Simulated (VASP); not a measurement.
# Sn (Fd-3m) in VASP: single point with PBE

Aim: the single point of Sn with PBE.

Program: VASP 6.6.1. These are calculated values, not measurements. Logs are shortened: lines on timing, memory, paths and dates and some standing lists are left out, and cuts for length are marked.

### 1 The cell of the first run

The structure is cubic, space group Fd-3m (No. 227). The conventional cell has a = 6.539 Å, b = 6.539 Å, c = 6.539 Å, α = 90.00°, β = 90.00°, γ = 90.00°. Sn (site symmetry -43m) has 4 Sn at 2.83 Å within 3.7 Å.

This isn't the form of Sn at room conditions, which is tetragonal (white tin).

### 2 Single point, PBE (34.95 Å³/atom)

INCAR

```
PREC = Accurate
ENCUT = 500
EDIFF = 1E-6
ISMEAR = 0
SIGMA = 0.05
LREAL = F
LASPH = T
NELM = 120
ALGO = Normal
ISIF = 2
LWAVE = F
LCHARG = T
GGA = PE
LELF = T
LVHAR = T
NBANDS = 21
GGA_COMPAT = F
```

KPOINTS

```
regular mesh
0
Gamma
  6 6 6
```

POSCAR

```
Sn
1.0
    0.0000000000      3.2693612263      3.2693612263
    3.2693612263      0.0000000000      3.2693612263
    3.2693612263      3.2693612263      0.0000000000
Sn
2
Direct
    0.7500000000      0.7500000000      0.7500000000
    0.5000000000      0.5000000000      0.5000000000
```

Potentials or basis: VASP PAW PBE potentials, release 64 (Sn_d).

Command:

```
cat potpaw_PBE.64/Sn_d/POTCAR > POTCAR
mpirun -np 1 vasp_std > vasp.out
```

OUTCAR:

```text
PREC = Accurate
   ENCUT = 500
   EDIFF = 1E-6
   ISMEAR = 0
   LREAL = F
   LASPH = T
   NELM = 120
   ISIF = 2
   GGA = PE

 ion  position               nearest neighbor table
   1  0.750  0.750  0.750-   2 2.83   2 2.83   2 2.83   2 2.83
   2  0.500  0.500  0.500-   1 2.83   1 2.83   1 2.83   1 2.83

  LATTYP: Found a face centered cubic cell.
 ALAT       =     6.5387224526

  Lattice vectors:

 A1 = (   0.0000000000,   3.2693612263,   3.2693612263)
 A2 = (   3.2693612263,   0.0000000000,   3.2693612263)
 A3 = (   3.2693612263,   3.2693612263,   0.0000000000)

Analysis of symmetry for initial positions (statically):
=====================================================================
 Subroutine PRICEL returns:
 Original cell was already a primitive cell.

 Routine SETGRP: Setting up the symmetry group for a
 face centered cubic supercell.

 Subroutine GETGRP returns: Found 48 space group operations
 (whereof 24 operations were pure point group operations)
 out of a pool of 48 trial point group operations.

The static configuration has the point symmetry T_d .
 The point group associated with its full space group is O_h .

Analysis of symmetry for dynamics (positions and initial velocities):
=====================================================================
 Subroutine PRICEL returns:
 Original cell was already a primitive cell.

 Routine SETGRP: Setting up the symmetry group for a
 face centered cubic supercell.

 Subroutine GETGRP returns: Found 48 space group operations
 (whereof 24 operations were pure point group operations)
 out of a pool of 48 trial point group operations.

The dynamic configuration has the point symmetry T_d .
 The point group associated with its full space group is O_h .

 Subroutine INISYM returns: Found 48 space group operations
 (whereof 24 operations are pure point group operations),
 and found     1 'primitive' translations

----------------------------------------------------------------------------------------

                                     Primitive cell

  volume of cell :      69.8906

  direct lattice vectors                    reciprocal lattice vectors
     0.000000000  3.269361226  3.269361226    -0.152935074  0.152935074  0.152935074
     3.269361226  0.000000000  3.269361226     0.152935074 -0.152935074  0.152935074
     3.269361226  3.269361226  0.000000000     0.152935074  0.152935074 -0.152935074

[... 70 lines left out ...]
   LSORBIT =      F    spin-orbit coupling
   LASPH  =      T    aspherical Exc in radial PAW
   ENCUT  =  500.0 eV  36.75 Ry    6.06 a.u.   8.43  8.43  8.43*2*pi/ulx,y,z
   NELM   =    120;   NELMIN=  2; NELMDL= -5     # of ELM steps
   EDIFF  = 0.1E-05   stopping-criterion for ELM
   LREAL  =      F    real-space projection
   EDIFFG = 0.1E-04   stopping-criterion for IOM
   NSW    =      0    number of steps for IOM
   IBRION =     -1    ionic relax: 0-MD 1-quasi-New 2-CG
   NFREE  =      0    steps in history (QN), initial steepest desc. (CG)
   ISIF   =      2    stress and relaxation
   ISYM   =      2    0-nonsym 1-usesym 2-fastsym
   POTIM  = 0.5000    time-step for ionic-motion
   TEBEG  =    0.0;   TEEND  =   0.0 temperature during run
   PSTRESS=    0.0 pullay stress
   NELECT =      28.0000    total number of electrons
   NUPDOWN=      -1.0000    fix difference up-down
   EMIN   =  10.00;   EMAX   =-10.00  energy-range for DOS
   EFERMI =   0.00;   METHOD = LEGACY
   ISMEAR =     0;   SIGMA  =   0.05  broadening in eV -4-tet -1-fermi 0-gaus
   EFERMI_NEDOS =   21; number of points for ismear=-14 and -15
   IALGO  =     38    algorithm
   IMIX   =      4    mixing-type and parameters
     AMIX     =   0.40;   BMIX     =  1.00
     AMIX_MAG =   1.60;   BMIX_MAG =  1.00
  volume/ion in A,a.u.               =      34.95       235.82
  Fermi-wavevector in a.u.,A,eV,Ry     =   1.206854  2.280623 19.816827  1.456496
  Thomas-Fermi vector in A             =   2.342509
   LORBIT       =      0    0 simple, 1 ext, 2 COOP (PROOUT), +10 PAW based schemes
   GGA     = PE    functional components
   LHFCALC =     F    Hartree Fock is set to
   AEXX    =    0.0000 exact exchange contribution
   IVDW    =     0    specifies the selected vdW correction
   LEPSILON=     F    determine dielectric tensor
   LRPA    =     F    only Hartree local field effects (RPA)
 non-spin polarized calculation
 Gauss-broadening in eV      SIGMA  =   0.05
  energy-cutoff  :      500.00
  volume of cell :       69.89
 maximum number of plane-waves:      1807
 NGX is ok and might be reduce to    36
   NGX = 17   NGY = 17   NGZ = 17

 number of electron      27.9999986 magnetization

 Free energy of the ion-electron system (eV)
  ---------------------------------------------------
  ext. energy  EPLUGINS =         0.00000000
  ---------------------------------------------------
  free energy    TOTEN  =        -7.63519105 eV

  energy without entropy =       -7.63466841  energy(sigma->0) =       -7.63492973

 E-fermi :   5.3605     XC(G=0):  -8.7712

 val. band max:        5.0680254494   @ k =   0.1667   0.0000   0.0000
 cond. band min:       5.3604845820   @ k =   0.5000   0.0000   0.0000
 fundamental gap:      0.2924591326
 Fermi energy:         5.3604806181

 k-point     1 :       0.0000    0.0000    0.0000
  band No.  band energies     occupation
      1     -16.2271      2.00000
      2     -16.2271      2.00000
      3     -16.2271      2.00000
      4     -16.1708      2.00000
      5     -16.1708      2.00000
      6     -15.8797      2.00000
[... 373 lines left out ...]
     20      14.3369      0.00000
     21      15.5460      0.00000

------------------------ aborting loop because EDIFF is reached ----------------------------------------

  FORCE on cell =-STRESS in cart. coord.  units (eV):
  Direction    XX          YY          ZZ          XY          YZ          ZX
  --------------------------------------------------------------------------------------
  -------------------------------------------------------------------------------------
  Total        0.9507842      0.9507842      0.9507842     -0.0000000      0.0000000     -0.0000000
  in kB       21.7958496     21.7958496     21.7958496     -0.0000000      0.0000000     -0.0000000
  external PRESSURE =      21.7958496 kB  Pullay stress =       0.0000000 kB

 VOLUME and BASIS-vectors are now :
 -----------------------------------------------------------------------------
  energy-cutoff  :      500.00
  volume of cell :       69.89
      direct lattice vectors                 reciprocal lattice vectors
     0.000000000  3.269361226  3.269361226    -0.152935074  0.152935074  0.152935074
     3.269361226  0.000000000  3.269361226     0.152935074 -0.152935074  0.152935074
     3.269361226  3.269361226  0.000000000     0.152935074  0.152935074 -0.152935074

 POSITION                                       TOTAL-FORCE (eV/Angst)
 -----------------------------------------------------------------------------------
      4.90404      4.90404      4.90404         0.000000      0.000000      0.000000
      3.26936      3.26936      3.26936        -0.000000     -0.000000     -0.000000
 -----------------------------------------------------------------------------------
    total drift:                                0.000000      0.000000      0.000000

  FREE ENERGIE OF THE ION-ELECTRON SYSTEM (eV)
  ---------------------------------------------------
  free  energy   TOTEN  =        -7.6351910510 eV

  energy  without entropy=       -7.6346684118  energy(sigma->0) =       -7.63492973
```

stdout:

```text
POSCAR found type information on POSCAR Sn
 POSCAR found :  1 types and       2 ions
 scaLAPACK will be used
 LDA part: xc-table for (Slater+PW92), standard interpolation
 POSCAR, INCAR and KPOINTS ok, starting setup
 FFT: planning ... GRIDC
 FFT: planning ... GRID_SOFT
 FFT: planning ... GRID
 WAVECAR not read
 entering main loop
```

Run time: 52 s. Hardware: 1 thread of Intel Xeon 8259CL, shared host; peak memory 0.2 GiB.

What came out:

| Item | Value |
| --- | --- |
| Free energy | -7.6352 eV |
| Pressure | 2.2 GPa |
| Band gap on the k mesh | zero (bands 14 and 15 overlap by 0.14 eV) |

Caveat: spin-orbit coupling is left out, which moves the levels of the heavy elements.

The gap in the log of VASP goes by the Fermi energy; the results here count the filled bands.